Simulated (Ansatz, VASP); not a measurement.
# Si2W in VASP and in Ansatz

Contents of POSCAR:

```
Si2W
1.0
    4.6168523800      0.0000000000      0.0000000000
   -2.3084261900      3.9983114500      0.0000000000
    0.0000000000      0.0000000000      6.6532220000
Si W
6 3
Direct
    0.8363740000      0.6727480000      0.5000000000
    0.1636260000      0.8363740000      0.8333333300
    0.6727480000      0.8363740000      0.1666666700
    0.1636260000      0.3272520000      0.5000000000
    0.8363740000      0.1636260000      0.8333333300
    0.3272520000      0.1636260000      0.1666666700
    0.0000000000      0.5000000000      0.1666666700
    0.5000000000      0.5000000000      0.8333333300
    0.5000000000      0.0000000000      0.5000000000
```

Contents of INCAR.step1:

```
SYSTEM = Si2W
ALGO = Normal
EDIFF = 1E-4
ENCUT = 520
GGA = PE
ISMEAR = 0
LASPH = .TRUE.
LCHARG = .FALSE.
LREAL = .FALSE.
LWAVE = .TRUE.
NBANDS = 43
NELM = 60
PREC = Accurate
SIGMA = 0.1
```

The input INCAR.step2:

```
SYSTEM = Si2W
ALGO = Normal
EDIFF = 1E-6
ENCUT = 520
ISIF = 2
ISMEAR = 0
ISTART = 1
LASPH = .TRUE.
LCHARG = .FALSE.
LMIXTAU = .TRUE.
LREAL = .FALSE.
LWAVE = .FALSE.
METAGGA = R2SCAN
NBANDS = 43
NELM = 60
PREC = Accurate
SIGMA = 0.1
```

File KPOINTS:

```
k-points
0
G
  6 6 4
  0 0 0
```

Input for Ansatz:

```yaml
crystal:
  lattice:
    - [4.61685238, 0.0, 0.0]
    - [-2.30842619, 3.99831145, 0.0]
    - [0.0, 0.0, 6.653222]
  atoms:
    - { symbol: Si, position: [0.836374, 0.672748, 0.5] }
    - { symbol: Si, position: [0.163626, 0.836374, 0.83333333] }
    - { symbol: Si, position: [0.672748, 0.836374, 0.16666667] }
    - { symbol: Si, position: [0.163626, 0.327252, 0.5] }
    - { symbol: Si, position: [0.836374, 0.163626, 0.83333333] }
    - { symbol: Si, position: [0.327252, 0.163626, 0.16666667] }
    - { symbol: W, position: [0.0, 0.5, 0.16666667] }
    - { symbol: W, position: [0.5, 0.5, 0.83333333] }
    - { symbol: W, position: [0.5, 0.0, 0.5] }
basis:
  ecutwfc: 600.0
kpoints:
  mp_grid: { grid: [6, 6, 4] }
hamiltonian:
  xc: r2scan
  pseudopotentials: { kind: paw, azcp: { folder: soft_1 } }
scf:
  occupations: { method: gaussian, width: 0.1 }
output:
  forces: true
  stress: true
  eigenvalues: true
```

Alike in both runs: task single point; functional r2SCAN; k mesh 6 × 6 × 4; occupations gaussian, width 0.1 eV; no spin polarisation.

|  | VASP | Ansatz |
| --- | --- | --- |
| version | VASP 6.6.1 | Ansatz 0.2.0 |
| potentials or method | VASP PAW PBE potentials, release 64 (Si, W_sv), cutoff 520 eV | scalar-relativistic, plane waves, PAW |
| valence electrons in the cell | 66 | 66 |

VASP gave:

- gap on the k mesh at the Fermi level (eV): 0.13
- least direct gap on the mesh (eV): 0.80
- pressure (GPa): -4.9

**Question.** Estimate Ansatz's values.

**Answer.** gap on the k mesh at the Fermi level (eV): 0.13; least direct gap on the mesh (eV): 0.80; pressure (GPa): -5.0.

VASP's potentials were made for PBE, not for r2SCAN.

Spin-orbit coupling is off throughout.
